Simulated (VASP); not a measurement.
# CaPdC4N4 (P-43m) in VASP: notebook, part 2 of 2

VASP 6.6.1. Earlier steps stand in the parts before.

## Step 3: Single point, PBE, collinear spin

This run uses another cell than the first one, of 29.17 Å³/atom.

File INCAR:

```
SYSTEM = CaPdC4N4
ALGO = Normal
EDIFF = 1E-6
ENCUT = 520
GGA = PE
ISIF = 2
ISMEAR = 0
ISPIN = 2
LASPH = .TRUE.
LCHARG = .FALSE.
LMAXMIX = 4
LORBIT = 11
LREAL = .FALSE.
LWAVE = .FALSE.
MAGMOM = 0 1 0 0 0 0 0 0 0 0
NBANDS = 43
NELM = 150
PREC = Accurate
SIGMA = 0.1
```

File KPOINTS:

```
k-points
0
G
  4 4 4
  0 0 0
```

File POSCAR:

```
CaPdC4N4
1.0
    6.6316491281      0.0000000000      0.0000000000
    0.0000000000      6.6316491281      0.0000000000
    0.0000000000      0.0000000000      6.6316491281
Ca Pd C N
1 1 4 4
Direct
    0.0000000000      0.0000000000      0.0000000000
    0.5000000000      0.5000000000      0.5000000000
    0.2167871725      0.2167871725      0.2167871725
    0.2167871725      0.7832128275      0.7832128275
    0.7832128275      0.2167871725      0.7832128275
    0.7832128275      0.7832128275      0.2167871725
    0.3186788350      0.3186788350      0.3186788350
    0.3186788350      0.6813211650      0.6813211650
    0.6813211650      0.3186788350      0.6813211650
    0.6813211650      0.6813211650      0.3186788350
```

Potentials or basis: VASP PAW PBE potentials, release 64 (Ca_sv, Pd, C, N).

On the command line:

```
> cat potpaw_PBE.64/Ca_sv/POTCAR potpaw_PBE.64/Pd/POTCAR potpaw_PBE.64/C/POTCAR potpaw_PBE.64/N/POTCAR > POTCAR
> mpirun -np 1 vasp_std > vasp.out
```

OUTCAR:

```text
SYSTEM = CaPdC4N4
   EDIFF = 1E-6
   ENCUT = 520
   GGA = PE
   ISIF = 2
   ISMEAR = 0
   ISPIN = 2
   LASPH = .TRUE.
   LORBIT = 11
   LREAL = .FALSE.
   NELM = 150
   PREC = Accurate

 ion  position               nearest neighbor table
   1  0.000  0.000  0.000-   3 2.49   4 2.49   5 2.49   6 2.49
   2  0.500  0.500  0.500-   7 2.08   8 2.08   9 2.08  10 2.08
   3  0.217  0.217  0.217-   7 1.17   1 2.49
   4  0.217  0.783  0.783-   8 1.17   1 2.49
   5  0.783  0.217  0.783-   9 1.17   1 2.49
   6  0.783  0.783  0.217-  10 1.17   1 2.49
   7  0.319  0.319  0.319-   3 1.17   2 2.08
   8  0.319  0.681  0.681-   4 1.17   2 2.08
   9  0.681  0.319  0.681-   5 1.17   2 2.08
  10  0.681  0.681  0.319-   6 1.17   2 2.08

  LATTYP: Found a simple cubic cell.
 ALAT       =     6.6316491281

  Lattice vectors:

 A1 = (   6.6316491281,   0.0000000000,   0.0000000000)
 A2 = (   0.0000000000,   6.6316491281,   0.0000000000)
 A3 = (   0.0000000000,   0.0000000000,   6.6316491281)

Analysis of symmetry for initial positions (statically):
=====================================================================
[... 1077 lines left out ...]
     0.000000000  6.631649128  0.000000000     0.000000000  0.150792055  0.000000000
     0.000000000  0.000000000  6.631649128     0.000000000  0.000000000  0.150792055

 POSITION                                       TOTAL-FORCE (eV/Angst)
 -----------------------------------------------------------------------------------
      0.00000      0.00000      0.00000        -0.000000      0.000000      0.000000
      3.31582      3.31582      3.31582        -0.000000      0.000000      0.000000
      1.43766      1.43766      1.43766        -0.207723     -0.207723     -0.207723
      1.43766      5.19399      5.19399        -0.207723      0.207723      0.207723
      5.19399      1.43766      5.19399         0.207723     -0.207723      0.207723
      5.19399      5.19399      1.43766         0.207723      0.207723     -0.207723
      2.11337      2.11337      2.11337         0.225587      0.225587      0.225587
      2.11337      4.51828      4.51828         0.225587     -0.225587     -0.225587
      4.51828      2.11337      4.51828        -0.225587      0.225587     -0.225587
      4.51828      4.51828      2.11337        -0.225587     -0.225587      0.225587
 -----------------------------------------------------------------------------------
    total drift:                               -0.000000     -0.000000      0.000000

  FREE ENERGIE OF THE ION-ELECTRON SYSTEM (eV)
  ---------------------------------------------------
  free  energy   TOTEN  =       -72.6300235347 eV

  energy  without entropy=      -72.5549843698  energy(sigma->0) =      -72.59250395

 total charge

# of ion       s       p       d       tot
------------------------------------------
    1        2.040   5.859   0.199   8.098
    2        0.398   0.566   8.206   9.170
    3        0.977   1.589   0.000   2.567
    4        0.977   1.589   0.000   2.567
    5        0.977   1.589   0.000   2.567
    6        0.977   1.589   0.000   2.567
    7        1.304   2.569   0.000   3.873
    8        1.304   2.569   0.000   3.873
    9        1.304   2.569   0.000   3.873
   10        1.304   2.569   0.000   3.873
--------------------------------------------------
tot         11.563  23.058   8.405  43.026

 magnetization (x)

# of ion       s       p       d       tot
------------------------------------------
    1        0.001   0.002   0.004   0.007
    2        0.002   0.079   1.220   1.301
    3        0.002   0.037   0.000   0.038
    4        0.002   0.037   0.000   0.038
    5        0.002   0.037   0.000   0.038
    6        0.002   0.037   0.000   0.038
    7        0.015   0.065   0.000   0.080
    8        0.015   0.065   0.000   0.080
    9        0.015   0.065   0.000   0.080
   10        0.015   0.065   0.000   0.080
--------------------------------------------------
tot          0.067   0.489   1.224   1.780
```

stdout:

```text
POSCAR found type information on POSCAR CaPdC N
 POSCAR found :  4 types and      10 ions
 scaLAPACK will be used
 LDA part: xc-table for (Slater+PW92), standard interpolation
 POSCAR, INCAR and KPOINTS ok, starting setup
 FFT: planning ... GRIDC
 FFT: planning ... GRID_SOFT
 FFT: planning ... GRID
 WAVECAR not read
 entering main loop
```

Run time: 7 min. Hardware: 1 thread of Intel Xeon Platinum 8488C (Sapphire Rapids), shared host; peak memory 0.56 GiB.

What came out:

* Free energy: -72.6300 eV
* Pressure: 0.5 GPa
* Largest force: 0.391 eV/Å
* Band gap on the k mesh: zero (filled and empty bands overlap)
* Net moment: 2.00 μB per cell
* Site moments: Ca +0.01; Pd +1.30; C +0.04; N +0.08 μB
* Valence electrons inside the program's atomic spheres: Ca 8.10; Pd 9.17; C 2.57; N 3.87

Forces on the atoms (eV/Å):
```
Ca   0.000  0.000  0.000
Pd   0.000  0.000  0.000
C   -0.208 -0.208 -0.208
C   -0.208  0.208  0.208
C    0.208 -0.208  0.208
C    0.208  0.208 -0.208
N    0.226  0.226  0.226
N    0.226 -0.226 -0.226
N   -0.226  0.226 -0.226
N   -0.226 -0.226  0.226
```
